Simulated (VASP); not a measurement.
# MgO (x) (Fm-3m) in VASP: notebook

The runs below take MgO (x) through single point, with PBEsol.

Program: VASP 6.6.1. These are calculated values, not measurements. Logs are shortened: lines on timing, memory, paths and dates and some standing lists are left out, and cuts for length are marked.

**1. The cell of the first run**

The structure is cubic, space group Fm-3m (No. 225). The conventional cell has a = 4.212 Å, b = 4.212 Å, c = 4.212 Å, α = 90.00°, β = 90.00°, γ = 90.00°. Mg (site symmetry m-3m) has 6 O at 2.11 Å within 2.8 Å. Within 2.8 Å of O (site symmetry m-3m) lie 6 Mg at 2.11 Å.

**2. Single point, PBEsol**

INCAR reads:

```
SYSTEM = MgO
PREC = Accurate
ENCUT = 600
EDIFF = 1E-6
ISMEAR = 0
SIGMA = 0.01
LREAL = .FALSE.
LASPH = .TRUE.
NELM = 120
ALGO = Normal
ISIF = 2
LWAVE = .FALSE.
LCHARG = .FALSE.
GGA = PS
NBANDS = 11
GGA_COMPAT = .FALSE.
```

KPOINTS reads:

```
Automatic mesh
0
G
  8 8 8
  0 0 0
```

POSCAR reads:

```
MgO
1.0
    0.0000000000      2.1060000000      2.1060000000
    2.1060000000      0.0000000000      2.1060000000
    2.1060000000      2.1060000000      0.0000000000
Mg O
1 1
Direct
    0.0000000000      0.0000000000      0.0000000000
    0.5000000000      0.5000000000      0.5000000000
```

Potentials or basis: VASP PAW PBE potentials, release 64 (Mg, O).

Launch:

```bash
cat potpaw_PBE.64/Mg/POTCAR potpaw_PBE.64/O/POTCAR > POTCAR
mpirun -np 1 vasp_std > vasp.out
```

OUTCAR:

```text
SYSTEM = MgO
   PREC = Accurate
   ENCUT = 600
   EDIFF = 1E-6
   ISMEAR = 0
   LREAL = .FALSE.
   LASPH = .TRUE.
   NELM = 120
   ISIF = 2
   GGA = PS

 ion  position               nearest neighbor table
   1  0.000  0.000  0.000-   2 2.11   2 2.11   2 2.11   2 2.11   2 2.11   2 2.11
   2  0.500  0.500  0.500-   1 2.11   1 2.11   1 2.11   1 2.11   1 2.11   1 2.11

  LATTYP: Found a face centered cubic cell.
 ALAT       =     4.2120000000

  Lattice vectors:

 A1 = (   0.0000000000,   2.1060000000,   2.1060000000)
 A2 = (   2.1060000000,   0.0000000000,   2.1060000000)
 A3 = (   2.1060000000,   2.1060000000,   0.0000000000)

Analysis of symmetry for initial positions (statically):
=====================================================================
 Subroutine PRICEL returns:
 Original cell was already a primitive cell.

 Routine SETGRP: Setting up the symmetry group for a
 face centered cubic supercell.

 Subroutine GETGRP returns: Found 48 space group operations
 (whereof 48 operations were pure point group operations)
 out of a pool of 48 trial point group operations.

The static configuration has the point symmetry O_h .

Analysis of symmetry for dynamics (positions and initial velocities):
=====================================================================
 Subroutine PRICEL returns:
 Original cell was already a primitive cell.

 Routine SETGRP: Setting up the symmetry group for a
 face centered cubic supercell.

 Subroutine GETGRP returns: Found 48 space group operations
 (whereof 48 operations were pure point group operations)
 out of a pool of 48 trial point group operations.

The dynamic configuration has the point symmetry O_h .

 Subroutine INISYM returns: Found 48 space group operations
 (whereof 48 operations are pure point group operations),
 and found     1 'primitive' translations

----------------------------------------------------------------------------------------

                                     Primitive cell

  volume of cell :      18.6812

  direct lattice vectors                    reciprocal lattice vectors
     0.000000000  2.106000000  2.106000000    -0.237416904  0.237416904  0.237416904
     2.106000000  0.000000000  2.106000000     0.237416904 -0.237416904  0.237416904
     2.106000000  2.106000000  0.000000000     0.237416904  0.237416904 -0.237416904

  length of vectors
     2.978333762  2.978333762  2.978333762     0.411218140  0.411218140  0.411218140

  position of ions in fractional coordinates (direct lattice)
     0.000000000  0.000000000  0.000000000
     0.500000000  0.500000000  0.500000000

  ion indices of the primitive-cell ions
   primitive index   ion index
                 1           1
                 2           2

----------------------------------------------------------------------------------------

 KPOINTS: Automatic mesh

Automatic generation of k-mesh.
 Grid dimensions read from file:
 generate k-points for:    8    8    8

 Generating k-lattice:

  Cartesian coordinates                     Fractional coordinates (reciprocal lattice)
    -0.029677113  0.029677113  0.029677113     0.125000000  0.000000000  0.000000000
     0.029677113 -0.029677113  0.029677113     0.000000000  0.125000000  0.000000000
     0.029677113  0.029677113 -0.029677113     0.000000000  0.000000000  0.125000000

  Length of vectors
     0.051402268  0.051402268  0.051402268

  Shift w.r.t. Gamma in fractional coordinates (k-lattice)
     0.000000000  0.000000000  0.000000000

 Subroutine IBZKPT returns following result:
 ===========================================

 Found     29 irreducible k-points:

 Following reciprocal coordinates:
            Coordinates               Weight
  0.000000  0.000000  0.000000      1.000000
  0.125000  0.000000  0.000000      8.000000
  0.250000  0.000000  0.000000      8.000000
  0.375000  0.000000  0.000000      8.000000
  0.500000  0.000000  0.000000      4.000000
  0.125000  0.125000  0.000000      6.000000
[... 16 lines left out ...]
  0.500000  0.250000  0.125000     48.000000
 -0.375000  0.250000  0.125000     24.000000
 [... further k-points ...]
   k-points           NKPTS =     29   k-points in BZ     NKDIM =     29   number of bands    NBANDS=     11
   number of dos      NEDOS =    301   number of ions     NIONS =      2
   total plane-waves  NPLWV =  13824
   dimension x,y,z NGX =    24 NGY =   24 NGZ =   24
   dimension x,y,z NGXF=    48 NGYF=   48 NGZF=   48
   ions per type =               1   1
   NGX,Y,Z   is equivalent  to a cutoff of  13.40, 13.40, 13.40 a.u.
   NGXF,Y,Z  is equivalent  to a cutoff of  26.79, 26.79, 26.79 a.u.
 SYSTEM =  MgO
   PREC   = accura    normal or accurate (medium, high low for compatibility)
   ISTART =      0    job   : 0-new  1-cont  2-samecut
   ICHARG =      2    charge: 1-file 2-atom 10-const
   ISPIN  =      1    spin polarized calculation?
   LNONCOLLINEAR =      F non collinear calculations
   LSORBIT =      F    spin-orbit coupling
   LASPH  =      T    aspherical Exc in radial PAW
   ENCUT  =  600.0 eV  44.10 Ry    6.64 a.u.   5.95  5.95  5.95*2*pi/ulx,y,z
   NELM   =    120;   NELMIN=  2; NELMDL= -5     # of ELM steps
   EDIFF  = 0.1E-05   stopping-criterion for ELM
   LREAL  =      F    real-space projection
   EDIFFG = 0.1E-04   stopping-criterion for IOM
   NSW    =      0    number of steps for IOM
   IBRION =     -1    ionic relax: 0-MD 1-quasi-New 2-CG
   NFREE  =      0    steps in history (QN), initial steepest desc. (CG)
   ISIF   =      2    stress and relaxation
   ISYM   =      2    0-nonsym 1-usesym 2-fastsym
   POTIM  = 0.5000    time-step for ionic-motion
   TEBEG  =    0.0;   TEEND  =   0.0 temperature during run
   PSTRESS=    0.0 pullay stress
   NELECT =       8.0000    total number of electrons
   NUPDOWN=      -1.0000    fix difference up-down
   EMIN   =  10.00;   EMAX   =-10.00  energy-range for DOS
   EFERMI =   0.00;   METHOD = LEGACY
   ISMEAR =     0;   SIGMA  =   0.01  broadening in eV -4-tet -1-fermi 0-gaus
   EFERMI_NEDOS =   21; number of points for ismear=-14 and -15
   IALGO  =     38    algorithm
   IMIX   =      4    mixing-type and parameters
     AMIX     =   0.40;   BMIX     =  1.00
     AMIX_MAG =   1.60;   BMIX_MAG =  1.00
  volume/ion in A,a.u.               =       9.34        63.03
  Fermi-wavevector in a.u.,A,eV,Ry     =   1.233966  2.331857 20.717205  1.522672
  Thomas-Fermi vector in A             =   2.368675
   LORBIT       =      0    0 simple, 1 ext, 2 COOP (PROOUT), +10 PAW based schemes
   GGA     = PS    functional components
   LHFCALC =     F    Hartree Fock is set to
   AEXX    =    0.0000 exact exchange contribution
   IVDW    =     0    specifies the selected vdW correction
   LEPSILON=     F    determine dielectric tensor
   LRPA    =     F    only Hartree local field effects (RPA)
 non-spin polarized calculation
 Gauss-broadening in eV      SIGMA  =   0.01
  energy-cutoff  :      600.00
  volume of cell :       18.68
 maximum number of plane-waves:       636
   NGX = 11   NGY = 11   NGZ = 11

 number of electron       8.0000005 magnetization

 Free energy of the ion-electron system (eV)
  ---------------------------------------------------
  ext. energy  EPLUGINS =         0.00000000
  ---------------------------------------------------
  free energy    TOTEN  =       -12.51544268 eV

  energy without entropy =      -12.51544268  energy(sigma->0) =      -12.51544268

 E-fermi :   3.1061     XC(G=0): -11.3102

 val. band max:        3.0658658729   @ k =   0.0000   0.0000   0.0000
 cond. band min:       7.7018577615   @ k =   0.0000   0.0000   0.0000
 fundamental gap:      4.6359918886
 Fermi energy:         3.1060991420

 k-point     1 :       0.0000    0.0000    0.0000
  band No.  band energies     occupation
      1     -14.1394      2.00000
      2       3.0659      2.00000
      3       3.0659      2.00000
      4       3.0659      2.00000
      5       7.7019      0.00000
      6      18.7002      0.00000
      7      18.7002      0.00000
      8      18.7002      0.00000
      9      22.5424      0.00000
     10      24.4265      0.00000
     11      24.4265      0.00000

 k-point     2 :       0.1250    0.0000    0.0000
  band No.  band energies     occupation
      1     -13.9732      2.00000
      2       2.0956      2.00000
      3       2.9610      2.00000
      4       2.9610      2.00000
      5       8.6225      0.00000
      6      17.0083      0.00000
      7      19.0616      0.00000
      8      19.0616      0.00000
      9      23.4626      0.00000
     10      23.4626      0.00000
     11      24.7424      0.00000

 k-point     3 :       0.2500    0.0000    0.0000
  band No.  band energies     occupation
      1     -13.5402      2.00000
      2       0.3699      2.00000
      3       2.7197      2.00000
      4       2.7197      2.00000
      5      10.0557      0.00000
      6      15.4801      0.00000
      7      19.5692      0.00000
      8      19.5692      0.00000
      9      23.0625      0.00000
     10      23.0625      0.00000
     11      24.9299      0.00000

 k-point     4 :       0.3750    0.0000    0.0000
  band No.  band energies     occupation
      1     -13.0504      2.00000
      2      -1.0563      2.00000
      3       2.4930      2.00000
      4       2.4930      2.00000
      5      10.7326      0.00000
      6      15.3241      0.00000
      7      19.4103      0.00000
      8      19.4103      0.00000
      9      24.1463      0.00000
     10      24.3586      0.00000
     11      24.3586      0.00000

 k-point     5 :       0.5000    0.0000    0.0000
  band No.  band energies     occupation
      1     -12.8257      2.00000
      2      -1.6146      2.00000
      3       2.4027      2.00000
      4       2.4027      2.00000
      5      10.8123      0.00000
      6      15.5694      0.00000
      7      19.2452      0.00000
      8      19.2452      0.00000
      9      23.8332      0.00000
     10      25.4022      0.00000
     11      25.4022      0.00000
[... 211 lines left out ...]
 k-point    21 :       0.5000    0.5000    0.0000
  band No.  band energies     occupation
      1     -12.5608      2.00000
      2      -1.0802      2.00000
      3       1.6994      2.00000
      4       1.6994      2.00000
      5      11.9891      0.00000
      6      12.9447      0.00000
      7      16.0383      0.00000
      8      21.9085      0.00000
      9      21.9085      0.00000
     10      28.3016      0.00000
     11      29.8191      0.00000

 k-point    22 :       0.3750    0.2500    0.1250
  band No.  band energies     occupation
      1     -13.2295      2.00000
      2       0.0088      2.00000
      3       1.8941      2.00000
      4       2.4414      2.00000
      5      11.4685      0.00000
      6      14.3756      0.00000
      7      18.0302      0.00000
      8      20.4799      0.00000
      9      21.0245      0.00000
     10      25.3650      0.00000
     11      28.7504      0.00000

 k-point    23 :       0.5000    0.2500    0.1250
  band No.  band energies     occupation
      1     -12.8433      2.00000
      2      -0.6927      2.00000
      3       1.3086      2.00000
      4       2.1855      2.00000
      5      12.4407      0.00000
      6      14.5757      0.00000
      7      16.8771      0.00000
      8      20.0828      0.00000
      9      22.5992      0.00000
     10      25.3244      0.00000
     11      28.9560      0.00000

 k-point    24 :      -0.3750    0.2500    0.1250
  band No.  band energies     occupation
      1     -12.6711      2.00000
      2      -0.9920      2.00000
      3       1.0978      2.00000
      4       2.0647      2.00000
      5      12.5978      0.00000
      6      15.1458      0.00000
      7      16.4466      0.00000
      8      19.8381      0.00000
      9      23.4436      0.00000
     10      24.9928      0.00000
     11      29.0896      0.00000

 [... further k-points ...]

------------------------ aborting loop because EDIFF is reached ----------------------------------------

  FORCE on cell =-STRESS in cart. coord.  units (eV):
  Direction    XX          YY          ZZ          XY          YZ          ZX
  --------------------------------------------------------------------------------------
  -------------------------------------------------------------------------------------
  Total       -0.0563076     -0.0563076     -0.0563076      0.0000000     -0.0000000     -0.0000000
  in kB       -4.8291677     -4.8291677     -4.8291677      0.0000000     -0.0000000     -0.0000000
  external PRESSURE =      -4.8291677 kB  Pullay stress =       0.0000000 kB

 VOLUME and BASIS-vectors are now :
 -----------------------------------------------------------------------------
  energy-cutoff  :      600.00
  volume of cell :       18.68
      direct lattice vectors                 reciprocal lattice vectors
     0.000000000  2.106000000  2.106000000    -0.237416904  0.237416904  0.237416904
     2.106000000  0.000000000  2.106000000     0.237416904 -0.237416904  0.237416904
     2.106000000  2.106000000  0.000000000     0.237416904  0.237416904 -0.237416904

 POSITION                                       TOTAL-FORCE (eV/Angst)
 -----------------------------------------------------------------------------------
      0.00000      0.00000      0.00000         0.000000      0.000000      0.000000
      2.10600      2.10600      2.10600        -0.000000     -0.000000      0.000000
 -----------------------------------------------------------------------------------
    total drift:                               -0.000000     -0.000000      0.000000

  FREE ENERGIE OF THE ION-ELECTRON SYSTEM (eV)
  ---------------------------------------------------
  free  energy   TOTEN  =       -12.5154426848 eV

  energy  without entropy=      -12.5154426848  energy(sigma->0) =      -12.51544268
```

Run time: 5 s. Hardware: 1 thread of AMD EPYC 7R13 (Zen 3), shared host; peak memory 0.11 GiB.

Results:

| Item | Value |
| --- | --- |
| Free energy | -12.5154 eV |
| Pressure | -0.5 GPa |
| Band gap on the k mesh | 4.64 eV, direct |

Caveat: the PAW data sets were made with another functional, which shifts forces and pressure a little. A hybrid or GW would open this gap; PBEsol tends to underestimate it.

**3. Single point, PBEsol**

INCAR reads:

```
PREC     = Accurate       # precision mode
ENCUT    = 600            # plane-wave cutoff, eV
EDIFF    = 1E-6           # SCF threshold, eV
ISMEAR   = 0              # smearing method
SIGMA    = 0.01           # smearing width, eV
LREAL    = False          # projectors in reciprocal space
LASPH    = True           # aspherical terms in the spheres
NELM     = 120            # most SCF steps
ALGO     = Normal         # electronic algorithm
ISIF     = 2              # what is computed and relaxed
LWAVE    = False          # write WAVECAR
LCHARG   = True           # write CHGCAR
GGA      = PS             # functional
LELF     = True           # ELF
LVHAR    = True         
NBANDS   = 11             # bands
GGA_COMPAT= False
```

KPOINTS reads:

```
regular mesh
0
Gamma
  8 8 8
```

POSCAR is that of step 2.

Potentials or basis: VASP PAW PBE potentials, release 64 (Mg, O).

Launch:

```bash
cat potpaw_PBE.64/Mg/POTCAR potpaw_PBE.64/O/POTCAR > POTCAR
mpirun -np 1 vasp_std > vasp.out
```

It took 5.4 s on 1 thread of AMD EPYC 7R13 (Zen 3), shared host; peak memory 0.11 GiB.

Results (log left out):

```yaml
Free_energy: -12.5154 eV
Pressure: -0.5 GPa
Band_gap_on_the_k_mesh: 4.64 eV, direct
```

Levels at points of the mesh, in eV from the valence-band top:
| k point | band 1 | band 2 | band 3 | band 4 | band 5 | band 6 | band 7 | band 8 |
| --- | --- | --- | --- | --- | --- | --- | --- | --- |
| (0.00, 0.00, 0.00) | -17.21 | 0.00 | 0.00 | 0.00 | 4.64 | 15.63 | 15.63 | 15.63 |
| (0.50, 0.00, 0.00) | -15.89 | -4.68 | -0.66 | -0.66 | 7.75 | 12.50 | 16.18 | 16.18 |
| (0.50, 0.50, 0.00) | -15.63 | -4.15 | -1.37 | -1.37 | 8.92 | 9.88 | 12.97 | 18.84 |

Caveat: the PAW data sets were made with another functional, which shifts forces and pressure a little.
